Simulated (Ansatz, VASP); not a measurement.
Two plane-wave programs on Mn3H

```
Mn H
1.0
     3.53361    0.00000    0.00000
     0.00000    3.53361    0.00000
     0.00000    0.00000    3.53361
Mn H
3 1
Direct
  0.00000 0.50000 0.50000
  0.50000 0.00000 0.50000
  0.50000 0.50000 0.00000
  0.00000 0.00000 0.00000
```

Alike in both runs: task relaxation of cell and atoms; functional PBE; k mesh 6 × 6 × 6; occupations gaussian, width 0.1 eV; collinear spin.

|  | VASP | Ansatz |
| --- | --- | --- |
| version | VASP 6.6.1 | Ansatz 0.2.0 |
| potentials or method | VASP PAW PBE potentials, release 64 (Mn_pv, H), cutoff 600 eV | scalar-relativistic, plane waves, PAW |
| valence electrons in the cell | 40 | 46 |

```tsv
	VASP	Ansatz	Ansatz less VASP
gap on the k mesh at the Fermi level, each at its own relaxed structure (eV)	none	none	-
net moment per atom (μB)	0.63	0.63	-0.003
size of the moment on the site where the two differ most (μB)	0.84	0.82	-0.020
relaxed volume (Å³/atom)	9.59	9.61	+0.012
relaxed cell length with the largest relative difference (Å)	3.373	3.374	+0.0014
```

Site moments also hang on the region over which each program counts them. A gap of «none» marks a metal or a gap that the smearing closes. VASP's potentials hold 40 valence electrons a cell and Ansatz's 46, so a difference there can come from the potentials and not from the codes.
